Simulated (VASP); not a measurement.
Wanted: the native input for a VASP 6.6.1 run.

```
Task                   : single point
Functional             : PBE
Potentials or basis    : VASP PAW PBE potentials, release 64 (Ga_d, Sb)
Cutoff                 : 520 eV
k mesh                 : 8 × 8 × 8
Occupations            : fermi-dirac, width 0.02 eV
Spin                   : no spin polarisation
Dipole correction      : no
Further INCAR settings : ALGO = Normal; EDIFF = 1e-07; NBANDS = 16
```

The structure of GaSb lies in POSCAR:

```
GaSb
1.0
    0.0000000000      3.0352200099      3.0352200099
    3.0352200099      0.0000000000      3.0352200099
    3.0352200099      3.0352200099      0.0000000000
Ga Sb
1 1
Direct
    0.0000000000      0.0000000000      0.0000000000
    0.2500000000      0.2500000000      0.2500000000
```

This cell differs from its parent crystal: strain -1.0%.

The input as run:

INCAR

```
PREC = Accurate ; ENCUT = 520
EDIFF = 1E-7 ; ISMEAR = -1
SIGMA = 0.02 ; LREAL = False
LASPH = True ; NELM = 60
ALGO = Normal ; ISIF = 2
LWAVE = False ; LCHARG = True
GGA = PE ; LELF = True
LVHAR = True ; NBANDS = 16
```

KPOINTS

```
Automatic mesh
0
Gamma
  8 8 8
```

Potentials or basis: VASP PAW PBE potentials, release 64 (Ga_d, Sb).

Command:

```console
$ cat potpaw_PBE.64/Ga_d/POTCAR potpaw_PBE.64/Sb/POTCAR > POTCAR
$ mpirun -np 1 vasp_std > vasp.out
```

It gave:

```
Pressure               : 3.8 GPa
Band gap on the k mesh : 0.20 eV, direct
```

Caveat: the cell differs from its parent crystal (strain -1.0%); spin-orbit coupling is left out, which moves the levels of the heavy elements.

Run time: 18 s on 1 thread of Intel Xeon 6975P-C, with other jobs on the host, peak memory 0.18 GiB.
